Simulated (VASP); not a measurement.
# Tl: single point with PBE+D3(BJ)

The system is Tl.

```
Tl
1.0
     3.39288    0.00000    0.00000
    -1.69644    2.93832    0.00000
     0.00000    0.00000    5.40545
Tl
2
Direct
  0.33333 0.66667 0.25000
  0.66667 0.33333 0.75000
```

```
Program                : VASP 6.6.1
Task                   : single point
Functional             : PBE
Dispersion             : D3(BJ)
Potentials or basis    : VASP PAW PBE potentials, release 64 (Tl_d)
Cutoff                 : 520 eV
k mesh                 : 15 × 15 × 8
Occupations            : gaussian, width 0.1 eV
Spin                   : no spin polarisation
Dipole correction      : no
Further INCAR settings : ALGO = Fast; EDIFF = 1e-06; NBANDS = 20
```

```yaml
Pressure: 3.8 GPa
Band_gap_on_the_k_mesh: zero (bands 13 and 14 overlap by 6.16 eV)
Dispersion_energy_per_atom: -0.365 eV
```

Levels at points of the mesh, in eV from the Fermi level:
```tsv
k point	band 9	band 10	band 11	band 12	band 13	band 14	band 15	band 16	band 17	band 18
(0.00, 0.00, 0.00)	-11.14	-11.14	-10.49	-5.07	-3.10	8.32	8.32	10.37	10.54	10.54
(0.00, 0.00, 0.50)	-11.27	-11.27	-8.95	-8.95	3.60	3.60	9.35	9.35	9.35	9.35
```

It took 110 s on 1 thread of Intel(R) Xeon(R) Platinum 8375C CPU @ 2.90GHz (Ice Lake) (shared host), peak memory 0.26 GiB.

Caveat: the cell stands under pressure; spin-orbit coupling is left out, which moves the levels of the heavy elements.
